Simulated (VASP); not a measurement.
Input of a VASP 6.6.1 run:

The input INCAR:

```
SYSTEM = GaSb
PREC = Accurate ; ENCUT = 600
EDIFF = 1E-6 ; ISMEAR = 0
SIGMA = 0.1 ; LREAL = .False.
LASPH = .True. ; NELM = 60
ALGO = Normal ; ISIF = 3
LWAVE = .False. ; LCHARG = .False.
GGA = PS ; IBRION = 2
NSW = 100 ; EDIFFG = -0.002
```

Contents of KPOINTS:

```
Automatic mesh
0
Gamma
  14 14 14
  0 0 0
```

File POSCAR:

```
GaSb
1.0
    0.0000000000      3.0480000000      3.0480000000
    3.0480000000      0.0000000000      3.0480000000
    3.0480000000      3.0480000000      0.0000000000
Ga Sb
1 1
Direct
    0.0000000000      0.0000000000      0.0000000000
    0.2500000000      0.2500000000      0.2500000000
```

Potentials or basis: VASP PAW PBE potentials, release 64 (Ga_d, Sb).

Command:

```sh
$ cat potpaw_PBE.64/Ga_d/POTCAR potpaw_PBE.64/Sb/POTCAR > POTCAR
$ mpirun -np 1 vasp_std > vasp.out
```

(1) What does it give for the relaxed volume?

(2) Predict the space group after relaxing (to 0.05 Å).

(3) What does it give for the relaxed cell?

Answers

(1) 28.58 Å³/atom.

(2) F-43m (No. 216).

(3) a = 4.324 Å, b = 4.324 Å, c = 4.324 Å, α = 60.00°, β = 60.00°, γ = 60.00°.

Caveat: the PAW data sets were made with another functional, which shifts forces and pressure a little.
